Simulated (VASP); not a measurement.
Runs of VASP 6.6.1 on InP. The structure is that of space group Pm-3m (No. 221), or close to it. The cells are those of the table. 

```csv
task,level,cell,k mesh,cutoff (eV),gap on the mesh (eV),pressure (GPa)
single point,r2SCAN,"a = 3.413 Å, 2 atoms",8 × 8 × 8,520,none,0.6
single point,PBE,"a = 3.413 Å, 2 atoms",8 × 8 × 8,520,none,(a)
relaxation of cell and atoms,r2SCAN,"relaxed from a = 3.449 Å, 2 atoms",6 × 6 × 6,600,-,0.0
single point,r2SCAN,"a = 3.413 Å, 2 atoms",6 × 6 × 6,520,none,0.1
```

Alike in all rows: potentials or basis VASP PAW PBE potentials, release 64 (In_d, P); no spin polarisation; smearing fermi-dirac 0.02 eV.

Task: Fill in the values left out.

Result: (a) 2.1.

Caveats: spin-orbit coupling is left out, which moves the levels of the heavy elements; the PAW data sets were made with another functional, which shifts forces and pressure a little (at least some runs); the highest band is partly filled, so the run has too few bands (at least some runs).

A k mesh can miss the band edges, and the runs leave out spin-orbit coupling on In.

A gap of «none» marks levels without a gap at the run's occupations.
